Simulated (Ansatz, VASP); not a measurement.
Eu in VASP and in Ansatz

```xyz
1
Lattice="-2.2275 2.2275 2.2275 2.2275 -2.2275 2.2275 2.2275 2.2275 -2.2275" Properties=species:S:1:pos:R:3 pbc="T T T"
Eu    0.0000    0.0000    0.0000
```

Alike in both runs: task single point; functional r2SCAN; k mesh 10 × 10 × 10; occupations methfessel-paxton of order 1, width 0.2 eV; collinear spin.

|  | VASP | Ansatz |
| --- | --- | --- |
| version | VASP 6.6.1 | Ansatz 0.2.0 |
| potentials or method | VASP PAW PBE potentials, release 64 (Eu), cutoff 520 eV | plane waves (500 eV) with PAW, scalar-relativistic |
| valence electrons in the cell | 17 | 17 |

|  | VASP | Ansatz | Ansatz less VASP |
| --- | --- | --- | --- |
| pressure (GPa) | -0.4 | 0.0 | +0.37 |
| net moment per atom (μB) | 7.71 | 7.75 | +0.042 |
| size of the moment on the site where the two differ most (μB) | 6.70 | 7.26 | +0.562 |

VASP's potentials were made for PBE, not for r2SCAN. Site moments also hang on the region over which each program counts them. Ansatz's warnings: stability check not made.

Neither program's run includes spin-orbit coupling.
